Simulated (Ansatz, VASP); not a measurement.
**HfO2: VASP beside Ansatz**

File POSCAR:

```
HfO2
1.0
    4.8382978972      0.0000000000      0.0000000000
    0.0000000000      4.8382978972      0.0000000000
    0.0000000000      0.0000000000      3.2199925688
Hf O
2 4
Direct
    0.5000000000      0.5000000000      0.5000000000
    0.0000000000      0.0000000000      0.0000000000
    0.1949549136      0.8050450864      0.5000000000
    0.8050450864      0.1949549136      0.5000000000
    0.3050450864      0.3050450864      0.0000000000
    0.6949549136      0.6949549136      0.0000000000
```

Contents of INCAR.step1:

```
  PREC = Accurate
  ENCUT = 520
  ISMEAR = 0
  SIGMA = 0.01
  LREAL = F
  LASPH = T
  NELM = 60
  NBANDS = 31
  GGA = PE
  ALGO = Normal
  EDIFF = 1E-4
  LWAVE = T
  LCHARG = F
```

Contents of INCAR.step2:

```
  PREC = Accurate
  ENCUT = 520
  EDIFF = 1E-6
  ISMEAR = 0
  SIGMA = 0.01
  LREAL = F
  LASPH = T
  NELM = 60
  ALGO = Normal
  ISIF = 2
  LWAVE = F
  LCHARG = F
  METAGGA = R2SCAN
  LMIXTAU = T
  NBANDS = 31
  ISTART = 1
```

Contents of KPOINTS:

```
regular mesh
0
Gamma
  6 6 8
```

Input for Ansatz:

```yaml
crystal:
  lattice:
    - [4.8382978972, 0.0, 0.0]
    - [0.0, 4.8382978972, 0.0]
    - [0.0, 0.0, 3.2199925688]
  atoms:
    - { symbol: Hf, position: [0.5, 0.5, 0.5] }
    - { symbol: Hf, position: [0.0, 0.0, 0.0] }
    - { symbol: O, position: [0.1949549136, 0.8050450864, 0.5] }
    - { symbol: O, position: [0.8050450864, 0.1949549136, 0.5] }
    - { symbol: O, position: [0.3050450864, 0.3050450864, 0.0] }
    - { symbol: O, position: [0.6949549136, 0.6949549136, 0.0] }
kpoints:
  mp_grid: { grid: [6, 6, 8] }
  band_path:
    path:
      - [0.0, 0.0, 0.0]
      - [0.0, 0.5, 0.0]
      - [0.5, 0.5, 0.0]
      - [0.0, 0.0, 0.5]
      - [0.0, 0.5, 0.5]
      - [0.5, 0.5, 0.5]
      - [-0.002604, -0.002604, 0.0]
    npoints: 1
hamiltonian:
  xc: r2scan
scf:
  occupations: { method: fixed }
  n_extra_bands: 5
output:
  forces: true
  stress: true
  eigenvalues: true
  write_density: true
  write_potential: true
  elf: true
  volumetric_format: npy
```

Alike in both runs: task single point; functional r2SCAN; k mesh 6 × 6 × 8; no spin polarisation.

|  | VASP | Ansatz |
| --- | --- | --- |
| version | VASP 6.6.1 | Ansatz 0.2.0 |
| potentials or method | VASP PAW PBE potentials, release 64 (Hf_pv, O) | plane waves, PAW |
| plane-wave cutoff (eV) | 520 | 500 |
| occupations | gaussian, width 0.01 eV | fixed |
| valence electrons in the cell | 44 | 76 |

```tsv
	VASP	Ansatz	Ansatz less VASP
gap on the k mesh at the Fermi level (eV)	4.47	4.53	+0.061
pressure (GPa)	-3.2	0.0	+3.20
traceless stress, the component that is largest in VASP (GPa)	-0.54	0.01	+0.557
rms of the force components (eV/Å)	0.026	0.002	-0.0243
```

VASP's potentials were made for PBE, not for r2SCAN. Atom by atom the forces differ by 0.024 eV/Å (rms over components). VASP's potentials hold 44 valence electrons a cell and Ansatz's 76, so a difference there can come from the potentials and not from the codes.

Neither program's run includes spin-orbit coupling.
